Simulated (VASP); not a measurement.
Wanted: the native input for a VASP 6.6.1 run.

```yaml
Task: single point
Functional: PBE
Potentials_or_basis: VASP PAW PBE potentials, release 64 (Sr_sv)
Cutoff: 520 eV
k_mesh: 12 × 12 × 6
Occupations: gaussian, width 0.15 eV
Spin: no spin polarisation
Dipole_correction: no
Further_INCAR_settings: ALGO = Fast; EDIFF = 1e-07; NBANDS = 17
```

The structure of Sr lies in POSCAR:

```
Sr
1.0
    4.6625240667      0.0000000000      0.0000000000
   -2.3312620334      3.2247474516      0.0000000000
    0.0000000000      0.0000000000      7.2587820429
Sr
2
Direct
    0.3333333333      0.6666666667      0.2500000000
    0.6666666667      0.3333333333      0.7500000000
```

This cell differs from its parent crystal: strain +e along x and -e along y +0.1100, strain +e along z and -e/2 along x and y +0.0350.

These files were run (other wordings do the same):

INCAR

```
PREC = Accurate
ENCUT = 520
EDIFF = 1E-7
ISMEAR = 0
SIGMA = 0.15
LREAL = F
LASPH = T
NELM = 80
ALGO = Fast
ISIF = 2
LWAVE = F
LCHARG = F
GGA = PE
NBANDS = 17
```

KPOINTS

```
regular mesh
0
Gamma
  12 12 6
```

Potentials or basis: VASP PAW PBE potentials, release 64 (Sr_sv).

Command:

```sh
$ cat potpaw_PBE.64/Sr_sv/POTCAR > POTCAR
$ mpirun -np 1 vasp_std > vasp.out
```

Results of the run:

- Pressure: 0.2 GPa
- Largest force: 0.160 eV/Å
- Band gap on the k mesh: zero (bands 10 and 11 overlap by 0.35 eV)

Caveat: the cell differs from its parent crystal (strain +e along x and -e along y +0.1100, strain +e along z and -e/2 along x and y +0.0350).

Wall time 2.7 min on 1 thread of Intel(R) Xeon(R) 6975P-C (Granite Rapids) (shared host), peak memory 0.42 GiB.
